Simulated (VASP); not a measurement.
# BN (Fmm2) in VASP: further runs, part 2 of 3

VASP 6.6.1. Earlier steps stand in the parts before.

### Step 4. Single point, PBE+D3(BJ) (strain +0.015 along x and y, +0.000 along z)

Input file INCAR:

```
  PREC = Accurate
  ENCUT = 520
  EDIFF = 1E-6
  ISMEAR = 0
  SIGMA = 0.05
  LREAL = F
  LASPH = T
  NELM = 100
  ALGO = Normal
  ISIF = 2
  LWAVE = F
  LCHARG = T
  GGA = PE
  IVDW = 12
  LELF = T
  LVHAR = T
  NBANDS = 11
```

Input file KPOINTS:

```
Automatic mesh
0
Gamma
  12 12 12
```

Input file POSCAR:

```
BN
1.0
    0.0000000000      3.5477455674      2.1660912400
    1.2704065815      0.0000000000      2.1660912400
    1.2704065815      3.5477455674      0.0000000000
B N
1 1
Direct
    0.0000486500      0.0000486500      0.9999513500
    0.6666513400      0.6666513400      0.3333486600
```

Potentials or basis: VASP PAW PBE potentials, release 64 (B, N).

The run is started by

```bash
> cat potpaw_PBE.64/B/POTCAR potpaw_PBE.64/N/POTCAR > POTCAR
> mpirun -np 1 vasp_std > vasp.out
```

OUTCAR:

```text
PREC = Accurate
   ENCUT = 520
   EDIFF = 1E-6
   ISMEAR = 0
   LREAL = F
   LASPH = T
   NELM = 100
   ISIF = 2
   GGA = PE
   IVDW = 12
 IVDW          = 12

 ion  position               nearest neighbor table
   1  0.000  0.000  1.000-   2 1.44   2 1.46   2 1.46
   2  0.667  0.667  0.333-   1 1.44   1 1.46   1 1.46

  LATTYP: Found a face centered orthorhombic cell.
 ALAT       =     2.5408131630
 B/A-ratio  =     1.7050377978
 C/A-ratio  =     2.7926064136

  Lattice vectors:

 A1 = (   0.0000000000,   3.5477455674,   2.1660912400)
 A2 = (  -1.2704065815,   3.5477455674,   0.0000000000)
 A3 = (  -1.2704065815,   0.0000000000,   2.1660912400)

Analysis of symmetry for initial positions (statically):
=====================================================================
 Subroutine PRICEL returns:
 Original cell was already a primitive cell.

 Routine SETGRP: Setting up the symmetry group for a
 face centered orthorhombic supercell.

 Subroutine GETGRP returns: Found  4 space group operations
 (whereof  4 operations were pure point group operations)
 out of a pool of  8 trial point group operations.

The static configuration has the point symmetry C_2v.

Analysis of symmetry for dynamics (positions and initial velocities):
=====================================================================
 Subroutine PRICEL returns:
 Original cell was already a primitive cell.

 Routine SETGRP: Setting up the symmetry group for a
 face centered orthorhombic supercell.

 Subroutine GETGRP returns: Found  4 space group operations
 (whereof  4 operations were pure point group operations)
 out of a pool of  8 trial point group operations.

The dynamic configuration has the point symmetry C_2v.

 Subroutine INISYM returns: Found  4 space group operations
 (whereof  4 operations are pure point group operations),
 and found     1 'primitive' translations

----------------------------------------------------------------------------------------

                                     Primitive cell

  volume of cell :      19.5255

  direct lattice vectors                    reciprocal lattice vectors
     0.000000000  3.547745567  2.166091240    -0.393574787  0.140934571  0.230830535
     1.270406582  0.000000000  2.166091240     0.393574787 -0.140934571  0.230830535
     1.270406582  3.547745567  0.000000000     0.393574787  0.140934571 -0.230830535

  length of vectors
     4.156735482  2.511151955  3.768345989     0.477542043  0.477542043  0.477542043

  position of ions in fractional coordinates (direct lattice)
     0.000048650  0.000048650  0.999951350
     0.666651340  0.666651340  0.333348660

  ion indices of the primitive-cell ions
   primitive index   ion index
                 1           1
                 2           2

----------------------------------------------------------------------------------------

 KPOINTS: Automatic mesh

Automatic generation of k-mesh.
 Grid dimensions read from file:
 generate k-points for:   12   12   12

 Generating k-lattice:

  Cartesian coordinates                     Fractional coordinates (reciprocal lattice)
    -0.032797899  0.011744548  0.019235878     0.083333333  0.000000000 -0.000000000
[... 40 lines left out ...]
 [... further k-points ...]
   k-points           NKPTS =    280   k-points in BZ     NKDIM =    280   number of bands    NBANDS=     11
   number of dos      NEDOS =    301   number of ions     NIONS =      2
   total plane-waves  NPLWV =  17920
   dimension x,y,z NGX =    32 NGY =   20 NGZ =   28
   dimension x,y,z NGXF=    64 NGYF=   40 NGZF=   56
   ions per type =               1   1
   NGX,Y,Z   is equivalent  to a cutoff of  12.80, 13.24, 12.35 a.u.
   NGXF,Y,Z  is equivalent  to a cutoff of  25.60, 26.48, 24.71 a.u.
 SYSTEM =  unknown system
   PREC   = accura    normal or accurate (medium, high low for compatibility)
   ISTART =      0    job   : 0-new  1-cont  2-samecut
   ICHARG =      2    charge: 1-file 2-atom 10-const
   ISPIN  =      1    spin polarized calculation?
   LNONCOLLINEAR =      F non collinear calculations
   LSORBIT =      F    spin-orbit coupling
   LASPH  =      T    aspherical Exc in radial PAW
   ENCUT  =  520.0 eV  38.22 Ry    6.18 a.u.   7.73  4.67  7.01*2*pi/ulx,y,z
   NELM   =    100;   NELMIN=  2; NELMDL= -5     # of ELM steps
   EDIFF  = 0.1E-05   stopping-criterion for ELM
   LREAL  =      F    real-space projection
   EDIFFG = 0.1E-04   stopping-criterion for IOM
   NSW    =      0    number of steps for IOM
   IBRION =     -1    ionic relax: 0-MD 1-quasi-New 2-CG
   NFREE  =      0    steps in history (QN), initial steepest desc. (CG)
   ISIF   =      2    stress and relaxation
   ISYM   =      2    0-nonsym 1-usesym 2-fastsym
   POTIM  = 0.5000    time-step for ionic-motion
   TEBEG  =    0.0;   TEEND  =   0.0 temperature during run
   PSTRESS=    0.0 pullay stress
   NELECT =       8.0000    total number of electrons
   NUPDOWN=      -1.0000    fix difference up-down
   EMIN   =  10.00;   EMAX   =-10.00  energy-range for DOS
   EFERMI =   0.00;   METHOD = LEGACY
   ISMEAR =     0;   SIGMA  =   0.05  broadening in eV -4-tet -1-fermi 0-gaus
   EFERMI_NEDOS =   21; number of points for ismear=-14 and -15
   IALGO  =     38    algorithm
   IMIX   =      4    mixing-type and parameters
     AMIX     =   0.40;   BMIX     =  1.00
     AMIX_MAG =   1.60;   BMIX_MAG =  1.00
  volume/ion in A,a.u.               =       9.76        65.88
  Fermi-wavevector in a.u.,A,eV,Ry     =   1.215918  2.297751 20.115613  1.478456
  Thomas-Fermi vector in A             =   2.351289
   LORBIT       =      0    0 simple, 1 ext, 2 COOP (PROOUT), +10 PAW based schemes
   GGA     = PE    functional components
   LHFCALC =     F    Hartree Fock is set to
   AEXX    =    0.0000 exact exchange contribution
   IVDW    =    12    specifies the selected vdW correction
   LEPSILON=     F    determine dielectric tensor
   LRPA    =     F    only Hartree local field effects (RPA)
 non-spin polarized calculation
 Gauss-broadening in eV      SIGMA  =   0.05
  energy-cutoff  :      520.00
  volume of cell :       19.53
 maximum number of plane-waves:       544
   NGX = 15   NGY =  9   NGZ = 13

 number of electron       8.0000000 magnetization

 Free energy of the ion-electron system (eV)
  ---------------------------------------------------
  ext. energy  EPLUGINS =         0.00000000
  ---------------------------------------------------
  free energy    TOTEN  =       -17.58579536 eV

  energy without entropy =      -17.58579536  energy(sigma->0) =      -17.58579536

 E-fermi :   1.9778     XC(G=0):  -9.5985

 val. band max:        1.7532624248   @ k =   0.5000  -0.3333   0.1667
 cond. band min:       5.6719843388   @ k =   0.0000   0.5000   0.5000
 fundamental gap:      3.9187219141
 Fermi energy:         1.9777619604

 k-point     1 :       0.0000    0.0000    0.0000
  band No.  band energies     occupation
      1     -15.9495      2.00000
      2      -2.6498      2.00000
      3       0.3064      2.00000
      4       0.3620      2.00000
      5       6.5712      0.00000
      6      12.9999      0.00000
      7      13.2434      0.00000
      8      14.4490      0.00000
      9      15.7828      0.00000
     10      27.0306      0.00000
     11      27.8659      0.00000
[... 309 lines left out ...]
 k-point    24 :      -0.4167    0.1667    0.0000
  band No.  band energies     occupation
      1     -12.6251      2.00000
      2      -6.8162      2.00000
      3      -3.7046      2.00000
      4       1.1085      2.00000
      5       6.4544      0.00000
      6      13.1834      0.00000
      7      15.0614      0.00000
      8      16.6531      0.00000
      9      19.6518      0.00000
     10      21.9891      0.00000
     11      23.5011      0.00000

 [... further k-points ...]

------------------------ aborting loop because EDIFF is reached ----------------------------------------

 Edisp (eV)   -0.25683

 E8    (eV) :    -0.0746

  FORCE on cell =-STRESS in cart. coord.  units (eV):
  Direction    XX          YY          ZZ          XY          YZ          ZX
  --------------------------------------------------------------------------------------
  -------------------------------------------------------------------------------------
  Total      -1.27706    -0.16099    -0.03591     0.00000     0.00000     0.00000
  in kB    -104.79005   -13.21030    -2.94630     0.00000     0.00000     0.00000
  external pressure =      -40.32 kB  Pullay stress =        0.00 kB

 VOLUME and BASIS-vectors are now :
 -----------------------------------------------------------------------------
  energy-cutoff  :      520.00
  volume of cell :       19.53
      direct lattice vectors                 reciprocal lattice vectors
     0.000000000  3.547745567  2.166091240    -0.393574787  0.140934571  0.230830535
     1.270406582  0.000000000  2.166091240     0.393574787 -0.140934571  0.230830535
     1.270406582  3.547745567  0.000000000     0.393574787  0.140934571 -0.230830535

 POSITION                                       TOTAL-FORCE (eV/Angst)
 -----------------------------------------------------------------------------------
      1.27041      3.54775      0.00021         0.000000      0.000000      0.178145
      1.27041      3.54775      2.88806         0.000000      0.000000     -0.178145
 -----------------------------------------------------------------------------------
    total drift:                                0.000005      0.000002     -0.000063

  FREE ENERGIE OF THE ION-ELECTRON SYSTEM (eV)
  ---------------------------------------------------
  free  energy   TOTEN  =       -17.8426286157 eV

  energy  without entropy=      -17.8426286157  energy(sigma->0) =      -17.84262862
```

OSZICAR:

```text
N       E                     dE             d eps       ncg     rms          rms(c)
DAV:   1     0.149504954102E+02    0.14950E+02   -0.46001E+03  6224   0.682E+02
DAV:   2    -0.184425710565E+02   -0.33393E+02   -0.31946E+02  7374   0.160E+02
DAV:   3    -0.193377641455E+02   -0.89519E+00   -0.89379E+00  7498   0.244E+01
DAV:   4    -0.193408295706E+02   -0.30654E-02   -0.30653E-02  6908   0.159E+00
DAV:   5    -0.193408443087E+02   -0.14738E-04   -0.14738E-04  7464   0.972E-02    0.786E+00
DAV:   6    -0.177711359440E+02    0.15697E+01   -0.52735E+00  7078   0.127E+01    0.357E+00
DAV:   7    -0.176246814112E+02    0.14645E+00   -0.23057E-01  7139   0.362E+00    0.220E+00
DAV:   8    -0.175848384542E+02    0.39843E-01   -0.12204E-01  7287   0.211E+00    0.248E-01
DAV:   9    -0.175852575101E+02   -0.41906E-03   -0.31263E-03  6802   0.438E-01    0.139E-01
DAV:  10    -0.175857616977E+02   -0.50419E-03   -0.61960E-04  6971   0.180E-01    0.256E-02
DAV:  11    -0.175857939365E+02   -0.32239E-04   -0.62861E-05  7239   0.539E-02    0.226E-02
DAV:  12    -0.175857949128E+02   -0.97632E-06   -0.12673E-05  6887   0.233E-02    0.189E-03
DAV:  13    -0.175857953639E+02   -0.45104E-06   -0.41936E-07  5159   0.595E-03
   1 F= -.17842629E+02 E0= -.17842629E+02  d E =-.866161E-13
```

Run time: 82 s. Hardware: 1 thread of AMD EPYC 7R13 (Zen 3), shared host; peak memory 0.17 GiB.

Results:

- Free energy: -17.8426 eV
- Pressure: -4.0 GPa
- Largest force: 0.178 eV/Å
- Band gap on the k mesh: 3.92 eV (least direct gap 4.49 eV)
- Dispersion energy per atom: -0.128 eV

Forces in eV/Å, atoms in the order of the input:
```
B    0.000  0.000  0.178
N    0.000  0.000 -0.178
```

Levels at points of the mesh, in eV from the valence-band top:
```tsv
k point	band 1	band 2	band 3	band 4	band 5	band 6	band 7	band 8
(0.00, 0.00, 0.00)	-17.70	-4.40	-1.45	-1.39	4.82	11.25	11.49	12.70
(0.50, 0.00, 0.00)	-14.62	-8.89	-4.09	-1.01	4.60	9.74	13.15	15.36
(0.50, 0.50, 0.00)	-14.56	-8.92	-4.30	-0.43	5.68	9.00	12.21	13.60
(0.50, 0.00, 0.50)	-17.53	-5.93	-1.47	-1.39	9.38	11.15	11.15	11.86
(0.00, 0.50, 0.50)	-14.47	-8.75	-4.33	-1.28	3.92	9.38	14.27	18.26
```

Caveat: the cell differs from its parent crystal (strain +0.015 along x and y, +0.000 along z); the cell stands under tension.

### Step 5. Single point, PBE+D3(BJ) (strain +0.030 along x and y, -0.015 along z)

Input file INCAR:

```
PREC = Accurate
ENCUT = 520
EDIFF = 1E-7
ISMEAR = 0
SIGMA = 0.05
LREAL = F
LASPH = T
NELM = 100
ALGO = Normal
ISIF = 2
LWAVE = F
LCHARG = F
GGA = PE
IVDW = 12
NBANDS = 11
```

KPOINTS is that of step 4.

Input file POSCAR:

```
BN
1.0
    0.0000000000      3.6001753049      2.1335998714
    1.2891810630      0.0000000000      2.1335998714
    1.2891810630      3.6001753049      0.0000000000
B N
1 1
Direct
    0.0000486500      0.0000486500      0.9999513500
    0.6666513400      0.6666513400      0.3333486600
```

The run is started by

```bash
> cat potpaw_PBE.64/B/POTCAR potpaw_PBE.64/N/POTCAR > POTCAR
> mpirun -np 1 vasp_std > vasp.out
```

Run time: 81 s. Hardware: 1 thread of AMD EPYC 7R13 (Zen 3), shared host; peak memory 0.17 GiB.

It converged, with:

| Property | Result |
| --- | --- |
| Free energy | -17.8037 eV |
| Pressure | -3.5 GPa |
| Largest force | 0.562 eV/Å |
| Band gap on the k mesh | 4.07 eV (least direct gap 4.50 eV) |
| Dispersion energy per atom | -0.126 eV |

Forces in eV/Å, atoms in the order of the input:
```
B    0.000  0.000  0.562
N    0.000  0.000 -0.562
```

Stress tensor (GPa, compression positive):
```
-19.53   0.00   0.00
  0.00  -1.54   0.00
  0.00   0.00  10.51
```

Levels at points of the mesh, in eV from the valence-band top:
```csv
k point,band 2,band 3,band 4,band 5,band 6,band 7
"(0.00, 0.00, 0.00)",-4.45,-1.46,-1.32,4.77,10.97,11.60
"(0.50, 0.00, 0.00)",-8.90,-3.91,-1.07,4.61,10.05,13.06
"(0.50, 0.50, 0.00)",-8.81,-4.55,-0.28,5.64,8.56,12.37
"(0.50, 0.00, 0.50)",-5.86,-1.48,-1.31,9.25,10.70,10.88
"(0.00, 0.50, 0.50)",-8.66,-4.58,-1.04,4.07,8.82,14.13
```

Caveat: the cell differs from its parent crystal (strain +0.030 along x and y, -0.015 along z); the cell stands under tension. A k mesh can miss the band edges.

(Continued in part 3 of 3.)
